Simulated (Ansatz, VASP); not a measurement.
**CuSi16: VASP beside Ansatz**

```xyz
17
Lattice="0.0000 5.4300 5.4300 5.4300 0.0000 5.4300 5.4300 5.4300 0.0000" Properties=species:S:1:pos:R:3 pbc="T T T"
Si    0.1156   -0.1122    0.1105
Si    1.4008    1.3686    1.3958
Si    2.6772    2.7561    0.0087
Si    4.0648    4.0326    1.3957
Si    2.7745    0.0726    2.7693
Si    4.2028    1.2305    4.1978
Si    5.3607    2.6589    2.7694
Si    6.7336    4.1299    4.1429
Si    0.0138    2.7562    2.6722
Si    1.4008    4.0325    4.0597
Si    2.6772    5.4196    2.6722
Si    3.9623    6.9012    3.9571
Si    2.7745    2.6590    5.3557
Si    4.1479    4.1298    6.7285
Si    5.3050    5.5583    5.3000
Si    6.7336    6.7155    6.7284
Cu    7.4715    8.8219    7.4664
```

Alike in both runs: functional PBEsol; k mesh 2 × 2 × 2; occupations fermi-dirac, width 0.02 eV; collinear spin.

Ansatz relaxed the structure, and its values are those at the end. VASP's run is a single point on that final structure, the one shown.

|  | VASP | Ansatz |
| --- | --- | --- |
| version | VASP 6.6.1 | Ansatz 0.2.0 |
| potentials or method | VASP PAW PBE potentials, release 64 (Si, Cu), cutoff 520 eV | scalar-relativistic, plane waves, PAW |
| valence electrons in the cell | 75 | 83 |

VASP gave:

- rms of the force components (eV/Å): 0.008
- net moment per atom (μB): 0.00

Question: What did Ansatz give for the same quantities?

Answer: rms of the force components (eV/Å): 0.004; net moment per atom (μB): 0.00.

VASP's potentials were made for PBE, not for PBEsol, and Ansatz warns of the same on its side. VASP's potentials hold 75 valence electrons a cell and Ansatz's 83, so a difference there can come from the potentials and not from the codes. Ansatz's warnings: seeded moment not kept.

The k mesh is coarse, so the values compare programs but aren't converged.
